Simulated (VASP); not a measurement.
## SrIrO3: single point with LDA

SrIrO3:

```
Sr Ir O
1.0
     3.90571    0.00000    0.00000
     0.00000    3.90571    0.00000
     0.00000    0.00000    3.90571
Sr Ir O
1 1 3
Direct
  0.00000 0.00000 0.00000
  0.50000 0.50000 0.50000
  0.50000 0.50000 0.00000
  0.50000 0.00000 0.50000
  0.00000 0.50000 0.50000
```

```
Program             : VASP 6.6.1
Task                : single point
Functional          : LDA
Potentials or basis : VASP PAW LDA potentials, release 64 (Sr_sv, Ir, O)
Cutoff              : 520 eV
k mesh              : 6 × 6 × 6
Occupations         : fermi-dirac, width 0.1 eV
Spin                : no spin polarisation
```

```
Pressure               : 2.8 GPa
Band gap on the k mesh : zero (an odd number of electrons rules out a gap without spin polarisation)
```

Levels at points of the mesh, in eV from the Fermi level:
```tsv
k point	band 16	band 17	band 18	band 19	band 20	band 21	band 22	band 23
(0.00, 0.00, 0.00)	-3.45	-2.99	-2.99	-2.99	-0.27	-0.27	3.26	3.26
(0.50, 0.00, 0.00)	-3.41	-3.41	-0.25	-0.10	-0.10	2.71	5.19	5.29
(0.50, 0.50, 0.00)	-2.33	-0.18	-0.18	0.29	1.07	5.76	6.21	6.29
(0.50, 0.50, 0.50)	-2.24	0.67	0.67	0.67	4.70	4.70	4.70	6.29
```

It took 32 s on 1 thread of AMD EPYC 7R43 64-Core Processor (Zen 3) (shared host), peak memory 0.13 GiB.

Caveat: spin-orbit coupling is left out, which moves the levels of the heavy elements; an odd number of electrons without spin polarisation forces a metal; a magnetic or distorted state may lie lower.
